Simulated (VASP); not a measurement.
# Rb (Pm-3m) in VASP: a series of runs, part 2 of 2

VASP 6.6.1. The steps go on from the part before.

**5. Single point, RPBE (104.89 Å³/atom)**

This run uses another cell than the first one, of 104.89 Å³/atom.

Contents of INCAR:

```
PREC     = Accurate       # precision mode
ENCUT    = 520            # plane-wave cutoff, eV
EDIFF    = 1E-6           # SCF threshold, eV
ISMEAR   = -1             # smearing method
SIGMA    = 0.1            # smearing width, eV
LREAL    = False          # projectors in reciprocal space
LASPH    = True           # aspherical terms in the spheres
NELM     = 100            # most SCF steps
ALGO     = Normal         # electronic algorithm
ISIF     = 2              # what is computed and relaxed
LWAVE    = False          # write WAVECAR
LCHARG   = False          # write CHGCAR
GGA      = RP             # functional
NBANDS   = 10             # bands
```

Contents of KPOINTS:

```
Automatic mesh
0
Gamma
  8 8 8
```

Contents of POSCAR:

```
Rb
1.0
    4.7160153430      0.0000000000      0.0000000000
    0.0000000000      4.7160153430      0.0000000000
    0.0000000000      0.0000000000      4.7160153430
Rb
1
Direct
    0.0000000000      0.0000000000      0.0000000000
```

Potentials or basis: VASP PAW PBE potentials, release 64 (Rb_sv).

The run is started by

```bash
$ cat potpaw_PBE.64/Rb_sv/POTCAR > POTCAR
$ mpirun -np 1 vasp_std > vasp.out
```

OUTCAR:

```text
PREC = Accurate
   ENCUT = 520
   EDIFF = 1E-6
   ISMEAR = -1
   LREAL = False
   LASPH = True
   NELM = 100
   ISIF = 2
   GGA = RP

 ion  position               nearest neighbor table
   1  0.000  0.000  0.000-

  LATTYP: Found a simple cubic cell.
 ALAT       =     4.7160153430

  Lattice vectors:

 A1 = (   4.7160153430,   0.0000000000,   0.0000000000)
 A2 = (   0.0000000000,   4.7160153430,   0.0000000000)
[... 489 lines left out ...]
      8       2.4825      0.00000
      9       4.1117      0.00000
     10       4.1831      0.00000

 [... further k-points ...]

------------------------ aborting loop because EDIFF is reached ----------------------------------------

  FORCE on cell =-STRESS in cart. coord.  units (eV):
  Direction    XX          YY          ZZ          XY          YZ          ZX
  --------------------------------------------------------------------------------------
  -------------------------------------------------------------------------------------
  Total        0.0533123      0.0533123      0.0533123      0.0000000      0.0000000     -0.0000000
  in kB        0.8143519      0.8143519      0.8143519      0.0000000      0.0000000     -0.0000000
  external PRESSURE =       0.8143519 kB  Pullay stress =       0.0000000 kB

 VOLUME and BASIS-vectors are now :
 -----------------------------------------------------------------------------
  energy-cutoff  :      520.00
  volume of cell :      104.89
      direct lattice vectors                 reciprocal lattice vectors
     4.716015343  0.000000000  0.000000000     0.212043415  0.000000000  0.000000000
     0.000000000  4.716015343  0.000000000     0.000000000  0.212043415  0.000000000
     0.000000000  0.000000000  4.716015343     0.000000000  0.000000000  0.212043415

 POSITION                                       TOTAL-FORCE (eV/Angst)
 -----------------------------------------------------------------------------------
      0.00000      0.00000      0.00000         0.000000      0.000000      0.000000
 -----------------------------------------------------------------------------------
    total drift:                                0.000000     -0.000000     -0.000000

  FREE ENERGIE OF THE ION-ELECTRON SYSTEM (eV)
  ---------------------------------------------------
  free  energy   TOTEN  =        -0.7474784810 eV

  energy  without entropy=       -0.7190787717  energy(sigma->0) =       -0.73327863
```

Wall time 18 s (1 thread of Intel Xeon Platinum 8488C (Sapphire Rapids), shared host); peak memory 0.21 GiB.

What came out:

```yaml
Free_energy: -0.7475 eV
Pressure: 0.1 GPa
Band_gap_on_the_k_mesh: zero (an odd number of electrons rules out a gap without spin polarisation)
```

Levels at points of the mesh, in eV from the Fermi level:
| k point | band 1 | band 2 | band 3 | band 4 | band 5 | band 6 | band 7 | band 8 | band 9 |
| --- | --- | --- | --- | --- | --- | --- | --- | --- | --- |
| (0.00, 0.00, 0.00) | -29.18 | -13.23 | -13.23 | -13.23 | -1.79 | 2.36 | 2.36 | 5.45 | 5.45 |
| (0.50, 0.00, 0.00) | -29.18 | -13.32 | -13.22 | -13.22 | -0.12 | 0.26 | 2.93 | 4.01 | 4.01 |
| (0.50, 0.50, 0.00) | -29.17 | -13.31 | -13.31 | -13.21 | 0.85 | 1.66 | 1.97 | 1.97 | 4.48 |
| (0.50, 0.50, 0.50) | -29.17 | -13.30 | -13.30 | -13.30 | 1.83 | 1.83 | 1.83 | 3.45 | 3.90 |

Caveat: the PAW data sets were made with another functional, which shifts forces and pressure a little.

**6. Single point, RPBE (109.26 Å³/atom)**

Contents of INCAR:

```
SYSTEM = Rb
PREC = Accurate ; ENCUT = 520
EDIFF = 1E-6 ; ISMEAR = -1
SIGMA = 0.1 ; LREAL = .FALSE.
LASPH = .TRUE. ; NELM = 100
ALGO = Normal ; ISIF = 2
LWAVE = .FALSE. ; LCHARG = .FALSE.
GGA = RP ; NBANDS = 10
```

Contents of KPOINTS:

```
regular mesh
0
G
  8 8 8
  0 0 0
```

Contents of POSCAR:

```
Rb
1.0
    4.7806263217      0.0000000000      0.0000000000
    0.0000000000      4.7806263217      0.0000000000
    0.0000000000      0.0000000000      4.7806263217
Rb
1
Direct
    0.0000000000      0.0000000000      0.0000000000
```

Potentials or basis: VASP PAW PBE potentials, release 64 (Rb_sv).

The run is started by

```bash
$ cat potpaw_PBE.64/Rb_sv/POTCAR > POTCAR
$ mpirun -np 1 vasp_std > vasp.out
```

OUTCAR:

```text
SYSTEM = Rb
   PREC = Accurate
   ENCUT = 520
   EDIFF = 1E-6
   ISMEAR = -1
   LREAL = .FALSE.
   LASPH = .TRUE.
   NELM = 100
   ISIF = 2
   GGA = RP

 ion  position               nearest neighbor table
   1  0.000  0.000  0.000-

  LATTYP: Found a simple cubic cell.
 ALAT       =     4.7806263217

  Lattice vectors:

 A1 = (   4.7806263217,   0.0000000000,   0.0000000000)
 A2 = (   0.0000000000,   4.7806263217,   0.0000000000)
 A3 = (   0.0000000000,   0.0000000000,   4.7806263217)

Analysis of symmetry for initial positions (statically):
=====================================================================
 Subroutine PRICEL returns:
 Original cell was already a primitive cell.

 Routine SETGRP: Setting up the symmetry group for a
 simple cubic supercell.

 Subroutine GETGRP returns: Found 48 space group operations
 (whereof 48 operations were pure point group operations)
 out of a pool of 48 trial point group operations.

The static configuration has the point symmetry O_h .

Analysis of symmetry for dynamics (positions and initial velocities):
=====================================================================
 Subroutine PRICEL returns:
 Original cell was already a primitive cell.

 Routine SETGRP: Setting up the symmetry group for a
 simple cubic supercell.

 Subroutine GETGRP returns: Found 48 space group operations
 (whereof 48 operations were pure point group operations)
 out of a pool of 48 trial point group operations.

The dynamic configuration has the point symmetry O_h .

 Subroutine INISYM returns: Found 48 space group operations
 (whereof 48 operations are pure point group operations),
 and found     1 'primitive' translations

[... 113 lines left out ...]
  volume/ion in A,a.u.               =     109.26       737.31
  Fermi-wavevector in a.u.,A,eV,Ry     =   0.712313  1.346076  6.903457  0.507390
  Thomas-Fermi vector in A             =   1.799655
   LORBIT       =      0    0 simple, 1 ext, 2 COOP (PROOUT), +10 PAW based schemes
   GGA     = RP    functional components
   LHFCALC =     F    Hartree Fock is set to
   AEXX    =    0.0000 exact exchange contribution
   IVDW    =     0    specifies the selected vdW correction
   LEPSILON=     F    determine dielectric tensor
   LRPA    =     F    only Hartree local field effects (RPA)
 non-spin polarized calculation
  energy-cutoff  :      520.00
  volume of cell :      109.26
 maximum number of plane-waves:      3016
 NGX is ok and might be reduce to    36
   NGX = 17   NGY = 17   NGZ = 17

 number of electron       9.0000000 magnetization

 Free energy of the ion-electron system (eV)
  ---------------------------------------------------
  ext. energy  EPLUGINS =         0.00000000
  ---------------------------------------------------
  free energy    TOTEN  =        -0.74864040 eV

  energy without entropy =       -0.71966179  energy(sigma->0) =       -0.73415110

 E-fermi :  -0.2138     XC(G=0):  -4.9136

 val. band max:       -0.3396945215   @ k =   0.5000   0.0000   0.0000
 cond. band min:      -0.1994578594   @ k =   0.5000   0.1250   0.0000
 fundamental gap:      0.1402366621
 Fermi energy:        -0.2137938823

 k-point     1 :       0.0000    0.0000    0.0000
  band No.  band energies     occupation
      1     -29.4080      2.00000
      2     -13.4613      2.00000
      3     -13.4613      2.00000
      4     -13.4613      2.00000
      5      -1.9519      2.00000
      6       2.1401      0.00000
      7       2.1401      0.00000
      8       5.0895      0.00000
      9       5.0896      0.00000
     10       5.0904      0.00000
[... 287 lines left out ...]
 k-point    24 :       0.5000    0.3750    0.1250
  band No.  band energies     occupation
      1     -29.4028      2.00000
      2     -13.5329      2.00000
      3     -13.5202      2.00000
      4     -13.4600      2.00000
      5       0.5865      0.00067
      6       0.9267      0.00002
      7       1.9764      0.00000
      8       2.3391      0.00000
      9       3.9570      0.00000
     10       4.0299      0.00000

 [... further k-points ...]

------------------------ aborting loop because EDIFF is reached ----------------------------------------

  FORCE on cell =-STRESS in cart. coord.  units (eV):
  Direction    XX          YY          ZZ          XY          YZ          ZX
  --------------------------------------------------------------------------------------
  -------------------------------------------------------------------------------------
  Total        0.0023552      0.0023552      0.0023552     -0.0000000      0.0000000     -0.0000000
  in kB        0.0345363      0.0345363      0.0345363     -0.0000000      0.0000000     -0.0000000
  external PRESSURE =       0.0345363 kB  Pullay stress =       0.0000000 kB

 VOLUME and BASIS-vectors are now :
 -----------------------------------------------------------------------------
  energy-cutoff  :      520.00
  volume of cell :      109.26
      direct lattice vectors                 reciprocal lattice vectors
     4.780626322  0.000000000  0.000000000     0.209177612  0.000000000  0.000000000
     0.000000000  4.780626322  0.000000000     0.000000000  0.209177612  0.000000000
     0.000000000  0.000000000  4.780626322     0.000000000  0.000000000  0.209177612

 POSITION                                       TOTAL-FORCE (eV/Angst)
 -----------------------------------------------------------------------------------
      0.00000      0.00000      0.00000         0.000000      0.000000      0.000000
 -----------------------------------------------------------------------------------
    total drift:                                0.000000      0.000000     -0.000000

  FREE ENERGIE OF THE ION-ELECTRON SYSTEM (eV)
  ---------------------------------------------------
  free  energy   TOTEN  =        -0.7486404038 eV

  energy  without entropy=       -0.7196617915  energy(sigma->0) =       -0.73415110
```

It took 17 s on 1 thread of Intel Xeon Platinum 8488C (Sapphire Rapids), shared host; peak memory 0.2 GiB.

What came out:

* Free energy: -0.7486 eV
* Pressure: 0.0 GPa
* Band gap on the k mesh: zero (an odd number of electrons rules out a gap without spin polarisation)

Levels at points of the mesh, in eV from the Fermi level:
| k point | band 2 | band 3 | band 4 | band 5 | band 6 | band 7 |
| --- | --- | --- | --- | --- | --- | --- |
| (0.00, 0.00, 0.00) | -13.25 | -13.25 | -13.25 | -1.74 | 2.35 | 2.35 |
| (0.50, 0.00, 0.00) | -13.33 | -13.24 | -13.24 | -0.13 | 0.26 | 2.91 |
| (0.50, 0.50, 0.00) | -13.32 | -13.32 | -13.23 | 0.88 | 1.60 | 1.91 |
| (0.50, 0.50, 0.50) | -13.31 | -13.31 | -13.31 | 1.84 | 1.84 | 1.84 |

Caveat: the PAW data sets were made with another functional, which shifts forces and pressure a little.

**7. Overview**

```csv
cell,k mesh,gap on the mesh (eV),pressure (GPa)
"a = 4.781 Å, 1 atom",7 × 7 × 7,none,0.0
"a = 4.581 Å, 1 atom",8 × 8 × 8,none,0.3
"a = 4.650 Å, 1 atom",8 × 8 × 8,none,0.2
"a = 4.716 Å, 1 atom",8 × 8 × 8,none,0.1
"a = 4.781 Å, 1 atom",8 × 8 × 8,none,0.0
```

Alike in all rows: task single point; level RPBE; potentials or basis VASP PAW PBE potentials, release 64 (Rb_sv); no spin polarisation; cutoff (eV) 520; smearing fermi-dirac 0.1 eV.

Caveats: the PAW data sets were made with another functional, which shifts forces and pressure a little.

Absolute energies hang on the potentials; compare differences alone.
